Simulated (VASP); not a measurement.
# Ta3N4 (P-42m) in VASP: a series of runs, part 2 of 2

VASP 6.6.1.

## 3. Single point, PBE

This run uses another cell than the first one, of 14.55 Å³/atom.

INCAR reads:

```
SYSTEM = Ta3N4
PREC = Accurate ; ENCUT = 520
EDIFF = 1E-7 ; ISMEAR = 0
SIGMA = 0.1 ; LREAL = .FALSE.
LASPH = .TRUE. ; NELM = 100
ALGO = Normal ; ISIF = 2
LWAVE = .FALSE. ; LCHARG = .TRUE.
GGA = PE ; LELF = .TRUE.
LVHAR = .TRUE. ; NBANDS = 36
```

KPOINTS reads:

```
regular mesh
0
G
  4 4 4
  0 0 0
```

POSCAR reads:

```
Ta3N4
1.0
    4.2905000411      0.0000000000      0.0000000000
    0.0000000000      4.2905000411      0.0000000000
    0.0000000000      0.0000000000      5.5338027253
Ta N
3 4
Direct
    0.0000000000      0.0000000000      0.0000000000
    0.0000000000      0.0000000000      0.5000000000
    0.5000000000      0.5000000000      0.0000000000
    0.2443005611      0.2443005611      0.2479523438
    0.7556994389      0.7556994389      0.2479523438
    0.7556994389      0.2443005611      0.7520476562
    0.2443005611      0.7556994389      0.7520476562
```

Potentials or basis: VASP PAW PBE potentials, release 64 (Ta_pv, N).

Command:

```bash
> cat potpaw_PBE.64/Ta_pv/POTCAR potpaw_PBE.64/N/POTCAR > POTCAR
> mpirun -np 1 vasp_std > vasp.out
```

OUTCAR:

```text
SYSTEM = Ta3N4
   PREC = Accurate
   ENCUT = 520
   EDIFF = 1E-7
   ISMEAR = 0
   LREAL = .FALSE.
   LASPH = .TRUE.
   NELM = 100
   ISIF = 2
   GGA = PE

 ion  position               nearest neighbor table
   1  0.000  0.000  0.000-   4 2.02   5 2.02   6 2.02   7 2.02   2 2.77   2 2.77   3 3.03   3 3.03
                             3 3.03   3 3.03
   2  0.000  0.000  0.500-   4 2.04   5 2.04   6 2.04   7 2.04   1 2.77   1 2.77
   3  0.500  0.500  0.000-   4 2.07   5 2.07   6 2.07   7 2.07   1 3.03   1 3.03   1 3.03   1 3.03

   4  0.244  0.244  0.248-   1 2.02   2 2.04   3 2.07
   5  0.756  0.756  0.248-   1 2.02   2 2.04   3 2.07
   6  0.756  0.244  0.752-   1 2.02   2 2.04   3 2.07
   7  0.244  0.756  0.752-   1 2.02   2 2.04   3 2.07

  LATTYP: Found a simple tetragonal cell.
 ALAT       =     4.2905000411
 C/A-ratio  =     1.2897803688

  Lattice vectors:

 A1 = (   4.2905000411,   0.0000000000,   0.0000000000)
 A2 = (   0.0000000000,   4.2905000411,   0.0000000000)
 A3 = (   0.0000000000,   0.0000000000,   5.5338027253)

[... 181 lines left out ...]
 cond. band min:       4.2616859317   @ k =   0.5000   0.0000   0.2500
 fundamental gap:      0.0292021939
 Fermi energy:         4.2374937095

 k-point     1 :       0.0000    0.0000    0.0000
  band No.  band energies     occupation
      1     -31.3439      2.00000
      2     -31.3439      2.00000
      3     -31.3314      2.00000
      4     -30.9992      2.00000
      5     -30.8807      2.00000
      6     -30.8807      2.00000
[... 691 lines left out ...]
     35       8.2209      0.00000
     36       8.3062      0.00000

------------------------ aborting loop because EDIFF is reached ----------------------------------------

  FORCE on cell =-STRESS in cart. coord.  units (eV):
  Direction    XX          YY          ZZ          XY          YZ          ZX
  --------------------------------------------------------------------------------------
  -------------------------------------------------------------------------------------
  Total        0.1743478      0.1743478      0.3289065      0.0000000     -0.0000000      0.0000000
  in kB        2.7421265      2.7421265      5.1730125      0.0000000     -0.0000000      0.0000000
  external PRESSURE =       3.5524218 kB  Pullay stress =       0.0000000 kB

 VOLUME and BASIS-vectors are now :
 -----------------------------------------------------------------------------
  energy-cutoff  :      520.00
  volume of cell :      101.87
      direct lattice vectors                 reciprocal lattice vectors
     4.290500041  0.000000000  0.000000000     0.233073066  0.000000000  0.000000000
     0.000000000  4.290500041  0.000000000     0.000000000  0.233073066  0.000000000
     0.000000000  0.000000000  5.533802725     0.000000000  0.000000000  0.180707562

 POSITION                                       TOTAL-FORCE (eV/Angst)
 -----------------------------------------------------------------------------------
      0.00000      0.00000      0.00000        -0.000000      0.000000      0.000000
      0.00000      0.00000      2.76690        -0.000000      0.000000      0.000000
      2.14525      2.14525      0.00000        -0.000000      0.000000      0.000000
      1.04817      1.04817      1.37212        -0.004067     -0.004067      0.033895
      3.24233      3.24233      1.37212         0.004067      0.004067      0.033895
      3.24233      1.04817      4.16168         0.004067     -0.004067     -0.033895
      1.04817      3.24233      4.16168        -0.004067      0.004067     -0.033895
 -----------------------------------------------------------------------------------
    total drift:                                0.000000      0.000000     -0.000000

  FREE ENERGIE OF THE ION-ELECTRON SYSTEM (eV)
  ---------------------------------------------------
  free  energy   TOTEN  =       -71.4373313189 eV

  energy  without entropy=      -71.4059133149  energy(sigma->0) =      -71.42162232
```

OSZICAR:

```text
N       E                     dE             d eps       ncg     rms          rms(c)
DAV:   1     0.477253972339E+03    0.47725E+03   -0.28685E+04  1304   0.145E+03
DAV:   2    -0.513030072332E+02   -0.52856E+03   -0.51160E+03  1504   0.421E+02
DAV:   3    -0.846845104412E+02   -0.33382E+02   -0.32965E+02  1516   0.103E+02
DAV:   4    -0.854308512718E+02   -0.74634E+00   -0.74200E+00  1628   0.158E+01
DAV:   5    -0.854444016467E+02   -0.13550E-01   -0.13536E-01  1580   0.199E+00    0.444E+01
DAV:   6    -0.727662627592E+02    0.12678E+02   -0.89222E+01  1680   0.445E+01    0.182E+01
DAV:   7    -0.716208286633E+02    0.11454E+01   -0.10121E+01  1596   0.149E+01    0.132E+01
DAV:   8    -0.714587122120E+02    0.16212E+00   -0.10692E+00  1712   0.693E+00    0.101E+00
DAV:   9    -0.714380856294E+02    0.20627E-01   -0.16263E-01  1644   0.255E+00    0.662E-01
DAV:  10    -0.714372318095E+02    0.85382E-03   -0.93962E-03  1564   0.718E-01    0.392E-01
DAV:  11    -0.714374349263E+02   -0.20312E-03   -0.31172E-03  1680   0.334E-01    0.822E-02
DAV:  12    -0.714373444305E+02    0.90496E-04   -0.38667E-04  1612   0.130E-01    0.398E-02
DAV:  13    -0.714373277130E+02    0.16717E-04   -0.54871E-05  1720   0.450E-02    0.168E-02
DAV:  14    -0.714373307440E+02   -0.30309E-05   -0.73238E-06  1516   0.158E-02    0.275E-03
DAV:  15    -0.714373313241E+02   -0.58010E-06   -0.65079E-07  1496   0.455E-03    0.172E-03
DAV:  16    -0.714373313189E+02    0.52050E-08   -0.16113E-07  1108   0.237E-03
   1 F= -.71437331E+02 E0= -.71421622E+02  d E =-.314180E-01
```

stdout:

```text
POSCAR found type information on POSCAR TaN
 POSCAR found :  2 types and       7 ions
 scaLAPACK will be used
 LDA part: xc-table for (Slater+PW92), standard interpolation
 POSCAR, INCAR and KPOINTS ok, starting setup
 FFT: planning ... GRIDC
 FFT: planning ... GRID_SOFT
 FFT: planning ... GRID
 WAVECAR not read
 entering main loop
```

It took 63 s on 1 thread of AMD EPYC 7R13 (Zen 3), shared host; peak memory 0.19 GiB.

What came out:

```
Free energy            : -71.4373 eV
Pressure               : 0.4 GPa
Largest force          : 0.034 eV/Å
Band gap on the k mesh : zero (an odd number of electrons rules out a gap without spin polarisation)
```

Forces on the atoms (eV/Å):
```
Ta   0.000  0.000  0.000
Ta   0.000  0.000  0.000
Ta   0.000  0.000  0.000
N   -0.004 -0.004  0.034
N    0.004  0.004  0.034
N    0.004 -0.004 -0.034
N   -0.004  0.004 -0.034
```

Stress tensor (GPa, compression positive):
```
0.27 0.00 0.00
0.00 0.27 0.00
0.00 0.00 0.52
```

Caveat: the k points lie up to 0.37 Å⁻¹ apart, too coarse for converged energies and pressures of a metal; spin-orbit coupling is left out, which moves the levels of the heavy elements; an odd number of electrons without spin polarisation forces a metal; a magnetic or distorted state may lie lower.

## 4. Relaxation of cell and atoms, PBE

INCAR reads:

```
PREC = Accurate
ENCUT = 600
EDIFF = 1E-6
ISMEAR = 0
SIGMA = 0.1
LREAL = False
LASPH = True
NELM = 80
ALGO = Normal
ISIF = 3
LWAVE = False
LCHARG = False
GGA = PE
IBRION = 2
NSW = 90
EDIFFG = -0.04
```

KPOINTS reads:

```
Automatic mesh
0
Gamma
  4 4 4
```

POSCAR reads:

```
Ta3N4
1.0
    4.4071528900      0.0000000000      0.0000000000
    0.0000000000      4.4071528900      0.0000000000
    0.0000000000      0.0000000000      4.5614660600
Ta N
3 4
Direct
    0.0000000000      0.0000000000      0.0000000000
    0.0000000000      0.0000000000      0.5000000000
    0.5000000000      0.5000000000      0.0000000000
    0.2554910200      0.2554910200      0.2597206200
    0.7445089800      0.7445089800      0.2597206200
    0.7445089800      0.2554910200      0.7402793800
    0.2554910200      0.7445089800      0.7402793800
```

Command:

```bash
> cat potpaw_PBE.64/Ta_pv/POTCAR potpaw_PBE.64/N/POTCAR > POTCAR
> mpirun -np 1 vasp_std > vasp.out
```

It took 11 min on 1 thread of AMD EPYC 7R13 (Zen 3), shared host; peak memory 0.21 GiB.

Results (log left out):

- Free energy: -71.4194 eV
- Relaxed volume: 14.54 Å³/atom
- Relaxed cell: a = 4.289 Å, b = 4.289 Å, c = 5.534 Å, α = 90.00°, β = 90.00°, γ = 90.00°
- Space group after relaxing (to 0.1 Å): P-42m (No. 111)
- Pressure after relaxing: 0.2 GPa
- Largest force after relaxing: 0.028 eV/Å
- Band gap on the k mesh: zero (an odd number of electrons rules out a gap without spin polarisation)

Forces in eV/Å, atoms in the order of the input:
```
Ta   0.000  0.000  0.000
Ta   0.000  0.000  0.000
Ta   0.000  0.000  0.000
N    0.020  0.020  0.003
N   -0.020 -0.020  0.003
N   -0.020  0.020 -0.003
N    0.020 -0.020 -0.003
```

Stress tensor (GPa, compression positive):
```
0.25 0.00 0.00
0.00 0.25 0.00
0.00 0.00 0.06
```

Final structure:
```xyz
7
Lattice="4.2889 0.0000 0.0000 0.0000 4.2889 0.0000 0.0000 0.0000 5.5335" Properties=species:S:1:pos:R:3 pbc="T T T"
Ta    0.0000    0.0000    0.0000
Ta    0.0000    0.0000    2.7668
Ta    2.1445    2.1445    0.0000
N     1.0471    1.0471    1.3741
N     3.2418    3.2418    1.3741
N     3.2418    1.0471    4.1594
N     1.0471    3.2418    4.1594
```

Levels at points of the mesh, in eV from the Fermi level:
| k point | band 22 | band 23 | band 24 | band 25 | band 26 | band 27 | band 28 | band 29 | band 30 | band 31 |
| --- | --- | --- | --- | --- | --- | --- | --- | --- | --- | --- |
| (0.00, 0.00, 0.00) | -2.83 | -2.58 | -1.34 | -1.34 | -1.21 | -0.70 | -0.66 | 0.48 | 0.48 | 2.10 |
| (0.50, 0.00, 0.00) | -3.40 | -3.26 | -2.54 | -2.37 | -0.52 | 0.60 | 0.66 | 1.02 | 1.07 | 1.36 |
| (0.50, 0.50, 0.00) | -3.01 | -3.01 | -2.59 | -1.92 | -0.17 | -0.15 | 1.79 | 2.33 | 3.35 | 4.03 |
| (0.00, 0.00, 0.50) | -3.52 | -3.52 | -1.56 | -1.56 | -0.68 | 0.15 | 0.97 | 0.97 | 1.86 | 2.52 |
| (0.50, 0.00, 0.50) | -3.85 | -3.67 | -3.50 | -2.84 | -0.24 | 0.23 | 0.36 | 0.95 | 1.84 | 1.91 |
| (0.50, 0.50, 0.50) | -3.21 | -3.21 | -2.41 | -2.02 | 0.19 | 0.54 | 0.96 | 2.36 | 2.36 | 3.13 |

Caveat: a cell axis changed by over 15 % at a fixed basis, so the end point is rough; spin-orbit coupling is left out, which moves the levels of the heavy elements; an odd number of electrons without spin polarisation forces a metal; a magnetic or distorted state may lie lower.

## 5. Summary

| task | cell | cutoff (eV) | gap on the mesh (eV) | pressure (GPa) | largest force (eV/Å) |
| --- | --- | --- | --- | --- | --- |
| single point | a = 4.407, b = 4.407, c = 4.561 Å, 7 atoms, atomic positions A | 520 | none | 49.6 | 2.12 |
| single point | a = 4.291, b = 4.291, c = 5.534 Å, 7 atoms, atomic positions B | 520 | none | 0.4 | 0.03 |
| relaxation of cell and atoms | relaxed from a = 4.407, b = 4.407, c = 4.561 Å, 7 atoms, atomic positions A | 600 | none | 0.2 | 0.03 |

Alike in all rows: level PBE; potentials or basis VASP PAW PBE potentials, release 64 (Ta_pv, N); no spin polarisation; k mesh 4 × 4 × 4; smearing gaussian 0.1 eV.

Caveats: some runs use coarse meshes; spin-orbit coupling is left out, which moves the levels of the heavy elements; an odd number of electrons without spin polarisation forces a metal; a magnetic or distorted state may lie lower; the stress differs along the axes, from 33 to 82 GPa (at least some runs); a cell axis changed by over 15 % at a fixed basis, so the end point is rough (at least some runs).

Absolute energies hang on the potentials; compare differences alone.

The gap in the log of VASP goes by the Fermi energy; the results here count the filled bands.